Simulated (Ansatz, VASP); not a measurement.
**Be in VASP and in Ansatz**

Contents of INCAR:

```
  PREC = Accurate
  ENCUT = 520
  EDIFF = 1E-7
  ISMEAR = 0
  SIGMA = 0.15
  LREAL = False
  LASPH = True
  NELM = 80
  ALGO = Fast
  ISIF = 2
  LWAVE = False
  LCHARG = True
  GGA = PE
  IVDW = 12
  LELF = True
  LVHAR = True
  NBANDS = 9
```

File KPOINTS:

```
regular mesh
0
Gamma
  24 24 12
```

POSCAR

```
Be
1.0
    2.2141966284      0.0000000000      0.0000000000
   -1.1070983142      1.9175505292      0.0000000000
    0.0000000000      0.0000000000      3.5001053904
Be
2
Direct
    0.3244955082      0.6908120539      0.2500000000
    0.6755044918      0.3091879461      0.7500000000
```

Input for Ansatz:

```yaml
crystal:
  lattice:
    - [2.2141966284, 0.0, 0.0]
    - [-1.1070983142, 1.9175505292, 0.0]
    - [0.0, 0.0, 3.5001053904]
  atoms:
    - { symbol: Be, position: [0.3244955082, 0.6908120539, 0.25] }
    - { symbol: Be, position: [0.6755044918, 0.3091879461, 0.75] }
basis:
  ecutwfc: 520.0
kpoints:
  mp_grid: { grid: [24, 24, 12] }
hamiltonian:
  xc: pbe
  dispersion: d3bj
scf:
  occupations: { method: gaussian, width: 0.15 }
output:
  forces: true
  stress: true
  eigenvalues: true
```

Change from the starting cell: mode 4 frozen in at -0.046 Å and mode 5 at +0.046 Å (largest displacements).

Alike in both runs: task single point; functional PBE; dispersion D3(BJ); k mesh 24 × 24 × 12; occupations gaussian, width 0.15 eV; no spin polarisation.

|  | VASP | Ansatz |
| --- | --- | --- |
| version | VASP 6.6.1 | Ansatz 0.2.0 |
| potentials or method | VASP PAW PBE potentials, release 64 (Be), cutoff 520 eV | scalar-relativistic, plane waves, PAW |
| valence electrons in the cell | 4 | 4 |

|  | VASP | Ansatz | Ansatz less VASP |
| --- | --- | --- | --- |
| gap on the k mesh at the Fermi level (eV) | none | none | - |
| pressure (GPa) | 0.5 | 0.4 | -0.19 |
| traceless stress, the component that is largest in VASP (GPa) | 3.27 | 3.25 | -0.014 |
| rms of the force components (eV/Å) | 0.262 | 0.262 | 0.0000 |

Atom by atom the forces differ by 0.000 eV/Å (rms over components). A gap of «none» marks a metal or a gap that the smearing closes.
